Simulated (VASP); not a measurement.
Set up this calculation in VASP 6.6.1, as the native input.

```yaml
Task: single point
Functional: r2SCAN
Potentials_or_basis: VASP PAW PBE potentials, release 64 (Cu)
Cutoff: 520 eV
k_mesh: 22 × 22 × 22
Occupations: gaussian, width 0.15 eV
Spin: no spin polarisation
Dipole_correction: no
Further_INCAR_settings: ALGO = Normal; EDIFF = 1e-07; NBANDS = 12
```

Cu:

```
Cu
1.0
     0.00000    1.80750    1.80750
     1.86173    0.00000    1.80750
     1.86173    1.80750    0.00000
Cu
1
Direct
  0.00000 0.00000 0.00000
```

This cell differs from its parent crystal: strain +0.0300 x Voigt [1, 0, 0, 0, 0, 0].

The input as run:

POSCAR

```
Cu
1.0
    0.0000000000      1.8075000000      1.8075000000
    1.8617250000      0.0000000000      1.8075000000
    1.8617250000      1.8075000000      0.0000000000
Cu
1
Direct
    0.0000000000      0.0000000000      0.0000000000
```

INCAR.step1

```
SYSTEM = Cu
PREC = Accurate ; ENCUT = 520
ISMEAR = 0 ; SIGMA = 0.15
LREAL = .FALSE. ; LASPH = .TRUE.
NELM = 100 ; NBANDS = 12
GGA = PE ; ALGO = Normal
EDIFF = 1E-4 ; LWAVE = .TRUE.
LCHARG = .FALSE.
```

INCAR.step2

```
SYSTEM = Cu
PREC = Accurate ; ENCUT = 520
EDIFF = 1E-7 ; ISMEAR = 0
SIGMA = 0.15 ; LREAL = .FALSE.
LASPH = .TRUE. ; NELM = 100
ALGO = Normal ; ISIF = 2
LWAVE = .FALSE. ; LCHARG = .FALSE.
METAGGA = R2SCAN ; LMIXTAU = .TRUE.
NBANDS = 12 ; ISTART = 1
```

KPOINTS

```
Automatic mesh
0
G
  22 22 22
  0 0 0
```

Potentials or basis: VASP PAW PBE potentials, release 64 (Cu).

Command:

```bash
$ cat potpaw_PBE.64/Cu/POTCAR > POTCAR
$ cp INCAR.step1 INCAR
$ mpirun -np 1 vasp_std > vasp.out
$ cp INCAR.step2 INCAR
$ mpirun -np 1 vasp_std > vasp.out
```

It gave:

| Item | Value |
| --- | --- |
| Pressure | -8.0 GPa |
| Band gap on the k mesh | zero (an odd number of electrons rules out a gap without spin polarisation) |

Caveat: the cell differs from its parent crystal (strain +0.0300 x Voigt [1, 0, 0, 0, 0, 0]); the cell stands under tension; the PAW data sets were made with another functional, which shifts forces and pressure a little.

Run time: 7.4 min on 1 thread of Intel Xeon 8259CL (shared host), peak memory 0.23 GiB.
